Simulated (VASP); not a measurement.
# Li (R-3m) in VASP: further runs

Runs on Li. Level: PBE. Tasks: single point.

Program: VASP 6.6.1. These are calculated values, not measurements. Logs are shortened: lines on timing, memory, paths and dates and some standing lists are left out, and cuts for length are marked.

## (1) The cell of the first run

The structure is trigonal, space group R-3m (No. 166). Conventional cell: a = 2.878 Å, b = 2.878 Å, c = 7.105 Å, α = 90.00°, β = 90.00°, γ = 120.00°. Within 3.8 Å of Li (site symmetry -3m) lie 12 Li at 2.88 to 2.89 Å.

## (2) Single point, PBE (volume scaled by 0.84)

File INCAR:

```
ALGO = Normal ; EDIFF = 1E-7
ENCUT = 520 ; GGA = PE
ISIF = 2 ; ISMEAR = -1
LASPH = T ; LCHARG = F
LREAL = F ; LWAVE = F
NBANDS = 10 ; NELM = 100
PREC = Accurate ; SIGMA = 0.08
```

File KPOINTS:

```
k-points
0
Gamma
  13 13 13
```

File POSCAR:

```
Li
1.0
    1.4391640210     -0.8309017349      4.7369481099
    0.0000000000      1.6618034698      4.7369481099
   -1.4391640210     -0.8309017349      4.7369481099
Li
2
Direct
    0.2500000000      0.2500000000      0.2500000000
   -0.2500000000     -0.2500000000     -0.2500000000
```

Potentials or basis: VASP PAW PBE potentials, release 64 (Li_sv).

Command:

```sh
$ cat potpaw_PBE.64/Li_sv/POTCAR > POTCAR
$ mpirun -np 1 vasp_std > vasp.out
```

OUTCAR:

```text
EDIFF = 1E-7
   ENCUT = 520
   GGA = PE
   ISIF = 2
   ISMEAR = -1
   LASPH = T
   LREAL = F
   NELM = 100
   PREC = Accurate

 ion  position               nearest neighbor table
   1  0.250  0.250  0.250-
   2  0.750  0.750  0.750-

  LATTYP: Found a trigonal (rhomboedric) cell.
 ALAT       =     5.0199868693
 COS(alpha) =     0.8356213461

  Lattice vectors:

 A1 = (   1.4391640210,  -0.8309017349,   4.7369481099)
 A2 = (   0.0000000000,   1.6618034698,   4.7369481099)
 A3 = (  -1.4391640210,  -0.8309017349,   4.7369481099)

Analysis of symmetry for initial positions (statically):
=====================================================================
 Subroutine PRICEL returns following result:

  LATTYP: Found a trigonal (rhomboedric) cell.
 ALAT       =     2.8933130009
 COS(alpha) =     0.5051657578

  Lattice vectors:

 A1 = (   0.0000000000,   1.6618034698,  -2.3684740549)
 A2 = (   1.4391640210,  -0.8309017349,  -2.3684740550)
 A3 = (  -1.4391640210,  -0.8309017349,  -2.3684740549)

   2 primitive cells build up your supercell.

 Routine SETGRP: Setting up the symmetry group for a
 trigonal (rhombohedral) supercell.

 Subroutine GETGRP returns: Found 12 space group operations
 (whereof 12 operations were pure point group operations)
 out of a pool of 12 trial point group operations.

The static configuration has the point symmetry D_3d.

Analysis of symmetry for dynamics (positions and initial velocities):
=====================================================================
 Subroutine PRICEL returns following result:

  LATTYP: Found a trigonal (rhomboedric) cell.
 ALAT       =     2.8933130009
 COS(alpha) =     0.5051657578

  Lattice vectors:

 A1 = (   0.0000000000,   1.6618034698,  -2.3684740549)
 A2 = (   1.4391640210,  -0.8309017349,  -2.3684740550)
 A3 = (  -1.4391640210,  -0.8309017349,  -2.3684740549)

   2 primitive cells build up your supercell.

 Routine SETGRP: Setting up the symmetry group for a
 trigonal (rhombohedral) supercell.

 Subroutine GETGRP returns: Found 12 space group operations
 (whereof 12 operations were pure point group operations)
 out of a pool of 12 trial point group operations.

The dynamic configuration has the point symmetry D_3d.

 Subroutine INISYM returns: Found 12 space group operations
[... 95 lines left out ...]
   EDIFF  = 0.1E-06   stopping-criterion for ELM
   LREAL  =      F    real-space projection
   EDIFFG = 0.1E-05   stopping-criterion for IOM
   NSW    =      0    number of steps for IOM
   IBRION =     -1    ionic relax: 0-MD 1-quasi-New 2-CG
   NFREE  =      0    steps in history (QN), initial steepest desc. (CG)
   ISIF   =      2    stress and relaxation
   ISYM   =      2    0-nonsym 1-usesym 2-fastsym
   POTIM  = 0.5000    time-step for ionic-motion
   TEBEG  =    0.0;   TEEND  =   0.0 temperature during run
   PSTRESS=    0.0 pullay stress
   NELECT =       6.0000    total number of electrons
   NUPDOWN=      -1.0000    fix difference up-down
   EMIN   =  10.00;   EMAX   =-10.00  energy-range for DOS
   EFERMI =   0.00;   METHOD = LEGACY
   ISMEAR =    -1;   SIGMA  =   0.08  broadening in eV -4-tet -1-fermi 0-gaus
   EFERMI_NEDOS =   21; number of points for ismear=-14 and -15
   IALGO  =     38    algorithm
   IMIX   =      4    mixing-type and parameters
     AMIX     =   0.40;   BMIX     =  1.00
     AMIX_MAG =   1.60;   BMIX_MAG =  1.00
  volume/ion in A,a.u.               =      16.99       114.68
  Fermi-wavevector in a.u.,A,eV,Ry     =   0.918379  1.735485 11.475427  0.843420
  Thomas-Fermi vector in A             =   2.043454
   LORBIT       =      0    0 simple, 1 ext, 2 COOP (PROOUT), +10 PAW based schemes
   GGA     = PE    functional components
   LHFCALC =     F    Hartree Fock is set to
   AEXX    =    0.0000 exact exchange contribution
   IVDW    =     0    specifies the selected vdW correction
   LEPSILON=     F    determine dielectric tensor
   LRPA    =     F    only Hartree local field effects (RPA)
 non-spin polarized calculation
  energy-cutoff  :      520.00
  volume of cell :       33.99
 maximum number of plane-waves:       941
 NGX is ok and might be reduce to    40
   NGX = 19   NGY = 19   NGZ = 19

 number of electron       5.9999999 magnetization

 Free energy of the ion-electron system (eV)
  ---------------------------------------------------
  ext. energy  EPLUGINS =         0.00000000
  ---------------------------------------------------
  free energy    TOTEN  =        -3.76160314 eV

  energy without entropy =       -3.73981106  energy(sigma->0) =       -3.75070710

 E-fermi :   1.1681     XC(G=0):  -7.4880

 val. band max:        1.1663475631   @ k =  -0.1538   0.3846   0.1538
 cond. band min:       1.1760868599   @ k =  -0.3846  -0.3846   0.2308
 fundamental gap:      0.0097392968
 Fermi energy:         1.1681322049

 k-point     1 :       0.0000    0.0000    0.0000
  band No.  band energies     occupation
      1     -45.0880      2.00000
      2     -45.0531      2.00000
      3      -2.6192      2.00000
      4       1.0100      1.75665
      5       4.6473      0.00000
      6      15.5460      0.00000
      7      15.5460      0.00000
      8      17.2753      0.00000
      9      17.4741      0.00000
     10      17.4741      0.00000
[... 287 lines left out ...]
 k-point    24 :       0.4615    0.1538    0.0000
  band No.  band energies     occupation
      1     -45.0522      2.00000
      2     -45.0432      2.00000
      3       0.4342      1.99979
      4       3.0446      0.00000
      5       5.0946      0.00000
      6       8.3677      0.00000
      7       8.6661      0.00000
      8      10.5467      0.00000
      9      12.0681      0.00000
     10      13.3601      0.00000

 [... further k-points ...]

------------------------ aborting loop because EDIFF is reached ----------------------------------------

  FORCE on cell =-STRESS in cart. coord.  units (eV):
  Direction    XX          YY          ZZ          XY          YZ          ZX
  --------------------------------------------------------------------------------------
  -------------------------------------------------------------------------------------
  Total        0.6545473      0.6545473      0.6691301     -0.0000000     -0.0000000      0.0000000
  in kB       30.8561526     30.8561526     31.5436047     -0.0000000     -0.0000000      0.0000000
  external PRESSURE =      31.0853033 kB  Pullay stress =       0.0000000 kB

 VOLUME and BASIS-vectors are now :
 -----------------------------------------------------------------------------
  energy-cutoff  :      520.00
  volume of cell :       33.99
      direct lattice vectors                 reciprocal lattice vectors
     1.439164021 -0.830901735  4.736948110     0.347423916 -0.200585291  0.070368796
     0.000000000  1.661803470  4.736948110     0.000000000  0.401170583  0.070368796
    -1.439164021 -0.830901735  4.736948110    -0.347423916 -0.200585291  0.070368796

 POSITION                                       TOTAL-FORCE (eV/Angst)
 -----------------------------------------------------------------------------------
      0.00000      0.00000      3.55271        -0.000000     -0.000000      0.000000
      0.00000      0.00000     10.65813         0.000000      0.000000     -0.000000
 -----------------------------------------------------------------------------------
    total drift:                                0.000000      0.000000      0.000000

  FREE ENERGIE OF THE ION-ELECTRON SYSTEM (eV)
  ---------------------------------------------------
  free  energy   TOTEN  =        -3.7616031382 eV

  energy  without entropy=       -3.7398110595  energy(sigma->0) =       -3.75070710
```

OSZICAR:

```text
N       E                     dE             d eps       ncg     rms          rms(c)
DAV:   1     0.193257923746E+02    0.19326E+02   -0.32532E+03  4620   0.581E+02
DAV:   2    -0.137465317478E+01   -0.20700E+02   -0.19878E+02  5998   0.115E+02
DAV:   3    -0.370151712422E+01   -0.23269E+01   -0.23043E+01  7224   0.319E+01
DAV:   4    -0.376263880300E+01   -0.61122E-01   -0.60935E-01  6234   0.444E+00
DAV:   5    -0.376305066183E+01   -0.41186E-03   -0.41184E-03  6154   0.389E-01    0.289E-01
DAV:   6    -0.376190521430E+01    0.11454E-02   -0.92864E-04  7498   0.127E-01    0.187E-01
DAV:   7    -0.376160980607E+01    0.29541E-03   -0.21504E-03  7166   0.199E-01    0.456E-02
DAV:   8    -0.376160349354E+01    0.63125E-05   -0.23667E-05  5288   0.459E-02    0.514E-03
DAV:   9    -0.376160310615E+01    0.38739E-06   -0.40756E-06  7132   0.153E-02    0.159E-03
DAV:  10    -0.376160350751E+01   -0.40136E-06   -0.16510E-07  4358   0.343E-03    0.221E-03
DAV:  11    -0.376160315613E+01    0.35138E-06   -0.39754E-08  3080   0.209E-03    0.345E-04
DAV:  12    -0.376160313820E+01    0.17936E-07   -0.13035E-08  2846   0.903E-04
   1 F= -.37616031E+01 E0= -.37507071E+01  d E =-.217921E-01
```

Wall time 2.1 min (1 thread of Intel Xeon Platinum 8488C (Sapphire Rapids), shared host); peak memory 0.23 GiB.

Results:

```
Free energy            : -3.7616 eV
Band gap on the k mesh : zero (band 3 reaches 2.85 eV, above the bottom of band 4 at -1.29 eV)
```

Caveat: the cell differs from its parent crystal (volume scaled by 0.84); the cutoff is under 1.25 times the usual one of these potentials, so pressure, stress and relaxed cells hold a basis-set (Pulay) error.

## (3) Single point, PBE

This run uses another cell than the first one, of 18.61 Å³/atom, 1.095 times its volume.

File INCAR:

```
  PREC = Accurate
  ENCUT = 520
  EDIFF = 1E-7
  ISMEAR = -1
  SIGMA = 0.08
  LREAL = False
  LASPH = True
  NELM = 60
  ALGO = Normal
  ISIF = 2
  LWAVE = False
  LCHARG = False
  GGA = PE
  NBANDS = 10
```

File KPOINTS:

```
regular mesh
0
Gamma
  13 13 13
```

File POSCAR:

```
Li
1.0
    1.4834735485     -0.8564838527      4.8827910641
    0.0000000000      1.7129677050      4.8827910642
   -1.4834735485     -0.8564838527      4.8827910641
Li
2
Direct
    0.2500000000      0.2500000000      0.2500000000
   -0.2500000000     -0.2500000000     -0.2500000000
```

Potentials or basis: VASP PAW PBE potentials, release 64 (Li_sv).

Command:

```sh
$ cat potpaw_PBE.64/Li_sv/POTCAR > POTCAR
$ mpirun -np 1 vasp_std > vasp.out
```

OUTCAR:

```text
PREC = Accurate
   ENCUT = 520
   EDIFF = 1E-7
   ISMEAR = -1
   LREAL = False
   LASPH = True
   NELM = 60
   ISIF = 2
   GGA = PE

 ion  position               nearest neighbor table
   1  0.250  0.250  0.250-
   2  0.750  0.750  0.750-

  LATTYP: Found a trigonal (rhomboedric) cell.
 ALAT       =     5.1745441282
 COS(alpha) =     0.8356213461

  Lattice vectors:

 A1 = (   1.4834735485,  -0.8564838527,   4.8827910641)
 A2 = (   0.0000000000,   1.7129677050,   4.8827910642)
 A3 = (  -1.4834735485,  -0.8564838527,   4.8827910641)

Analysis of symmetry for initial positions (statically):
=====================================================================
 Subroutine PRICEL returns following result:

  LATTYP: Found a trigonal (rhomboedric) cell.
 ALAT       =     2.9823934185
 COS(alpha) =     0.5051657578

  Lattice vectors:

 A1 = (   0.0000000000,   1.7129677052,  -2.4413955320)
 A2 = (   1.4834735485,  -0.8564838525,  -2.4413955321)
 A3 = (  -1.4834735485,  -0.8564838525,  -2.4413955321)
[... 184 lines left out ...]
 fundamental gap:      0.0096552207
 Fermi energy:         0.8830472120

 k-point     1 :       0.0000    0.0000    0.0000
  band No.  band energies     occupation
      1     -45.5148      2.00000
      2     -45.4901      2.00000
      3      -2.7960      2.00000
      4       0.7730      1.59666
      5       4.0266      0.00000
      6      14.3743      0.00000
      7      14.3743      0.00000
      8      15.9915      0.00000
      9      16.1766      0.00000
     10      16.1766      0.00000
[... 287 lines left out ...]
 k-point    24 :       0.4615    0.1538    0.0000
  band No.  band energies     occupation
      1     -45.4894      2.00000
      2     -45.4831      2.00000
      3       0.1605      1.99976
      4       2.6776      0.00000
      5       4.5703      0.00000
      6       7.6793      0.00000
      7       7.9619      0.00000
      8       9.6938      0.00000
      9      10.9563      0.00000
     10      12.2588      0.00000

 [... further k-points ...]

------------------------ aborting loop because EDIFF is reached ----------------------------------------

  FORCE on cell =-STRESS in cart. coord.  units (eV):
  Direction    XX          YY          ZZ          XY          YZ          ZX
  --------------------------------------------------------------------------------------
  -------------------------------------------------------------------------------------
  Total        0.2872637      0.2872637      0.2945210     -0.0000000      0.0000000      0.0000000
  in kB       12.3643989     12.3643989     12.6767639     -0.0000000      0.0000000      0.0000000
  external PRESSURE =      12.4685206 kB  Pullay stress =       0.0000000 kB

 VOLUME and BASIS-vectors are now :
 -----------------------------------------------------------------------------
  energy-cutoff  :      520.00
  volume of cell :       37.22
      direct lattice vectors                 reciprocal lattice vectors
     1.483473548 -0.856483853  4.882791064     0.337046792 -0.194594056  0.068266966
     0.000000000  1.712967705  4.882791064     0.000000000  0.389188112  0.068266966
    -1.483473548 -0.856483853  4.882791064    -0.337046792 -0.194594056  0.068266966

 POSITION                                       TOTAL-FORCE (eV/Angst)
 -----------------------------------------------------------------------------------
      0.00000     -0.00000      3.66209         0.000000     -0.000000      0.000000
      0.00000     -0.00000     10.98628        -0.000000      0.000000     -0.000000
 -----------------------------------------------------------------------------------
    total drift:                                0.000000      0.000000      0.000000

  FREE ENERGIE OF THE ION-ELECTRON SYSTEM (eV)
  ---------------------------------------------------
  free  energy   TOTEN  =        -3.8073856126 eV

  energy  without entropy=       -3.7851419806  energy(sigma->0) =       -3.79626380
```

stdout:

```text
POSCAR found type information on POSCAR Li
 POSCAR found :  1 types and       2 ions
 scaLAPACK will be used
 LDA part: xc-table for (Slater+PW92), standard interpolation
 POSCAR, INCAR and KPOINTS ok, starting setup
 FFT: planning ... GRIDC
 FFT: planning ... GRID_SOFT
 FFT: planning ... GRID
 WAVECAR not read
 entering main loop
```

Wall time 2.4 min (1 thread of Intel Xeon Platinum 8488C (Sapphire Rapids), shared host); peak memory 0.24 GiB.

What came out:

```
Free energy            : -3.8074 eV
Band gap on the k mesh : zero (band 3 reaches 2.50 eV, above the bottom of band 4 at -1.50 eV)
```

Levels at points of the mesh, in eV from the Fermi level:
```
           k point  band 1  band 2  band 3  band 4  band 5  band 6  band 7  band 8
(0.00, 0.00, 0.00)  -46.40  -46.37   -3.68   -0.11    3.14   13.49   13.49   15.11
```

Caveat: the cutoff is under 1.25 times the usual one of these potentials, so pressure, stress and relaxed cells hold a basis-set (Pulay) error.
